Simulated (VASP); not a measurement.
Crystal: SrCd3.

```
Sr Cd
1.0
     0.00000    3.71876    3.71876
     3.71876    0.00000    3.71876
     3.71876    3.71876    0.00000
Sr Cd
1 3
Direct
  0.00000 0.00000 0.00000
  0.25000 0.25000 0.25000
  0.75000 0.75000 0.75000
  0.50000 0.50000 0.50000
```

| Property | Result |
| --- | --- |
| Program | VASP 6.6.1 |
| Task | relaxation of volume and atoms at fixed shape |
| Functional | LDA |
| Potentials or basis | VASP PAW LDA potentials, release 64 (Sr_sv, Cd) |
| Cutoff | 500 eV |
| k mesh | 10 × 10 × 10 |
| Occupations | fermi-dirac, width 0.1 eV |
| Spin | no spin polarisation |

At the start: pressure -3.4 GPa; volume 25.71 Å³/atom.

Problem. How do energy, volume and symmetry change on relaxing?

Solution. Over 3 steps the energy falls by 25.2 meV/atom and the volume is 23.56 Å³/atom (-8.4 %); space group Fm-3m (No. 225, to 0.1 Å) before and after.

Step by step:
```
step  energy change (eV)  largest force (eV/Å)  pressure (GPa)  volume (Å³)
   1              0.0000                0.0000           -3.41       102.85
   2             -0.0999                0.0000           -0.35        94.92
   3             -0.1007                0.0000           -0.01        94.24
```

Final structure:
```xyz
4
Lattice="0.0000 3.6119 3.6119 3.6119 0.0000 3.6119 3.6119 3.6119 0.0000" Properties=species:S:1:pos:R:3 pbc="T T T"
Sr    0.0000    0.0000    0.0000
Cd    1.8060    1.8060    1.8060
Cd    5.4179    5.4179    5.4179
Cd    3.6119    3.6119    3.6119
```
